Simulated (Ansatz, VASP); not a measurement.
# Two plane-wave programs on HfB

```
CELL_PARAMETERS angstrom
2.21965 1.28152 1.58978
-2.21965 1.28152 1.58978
0.00000 -2.56303 1.58978
ATOMIC_POSITIONS crystal
Hf 0.50000 0.50000 0.50000
B 0.00000 0.00000 0.00000
```

Alike in both runs: functional PBE; k mesh 18 × 18 × 18; occupations gaussian, width 0.1 eV; no spin polarisation.

Ansatz relaxed the structure, and its values are those at the end. VASP's run is a single point on that final structure, the one shown.

|  | VASP | Ansatz |
| --- | --- | --- |
| version | VASP 6.6.1 | Ansatz 0.2.0 |
| potentials or method | VASP PAW PBE potentials, release 64 (Hf_pv, B), cutoff 520 eV | scalar-relativistic, plane waves, PAW |
| valence electrons in the cell | 13 | 29 |

|  | VASP | Ansatz | Ansatz less VASP |
| --- | --- | --- | --- |
| gap on the k mesh at the Fermi level (eV) | none | none | - |
| pressure (GPa) | -0.4 | 0.0 | +0.35 |

A gap of «none» marks a metal or a gap that the smearing closes. The functional is the same, so the differences come from potentials, cutoffs and numerics. VASP's potentials hold 13 valence electrons a cell and Ansatz's 29, so a difference there can come from the potentials and not from the codes.

Neither program's run includes spin-orbit coupling.
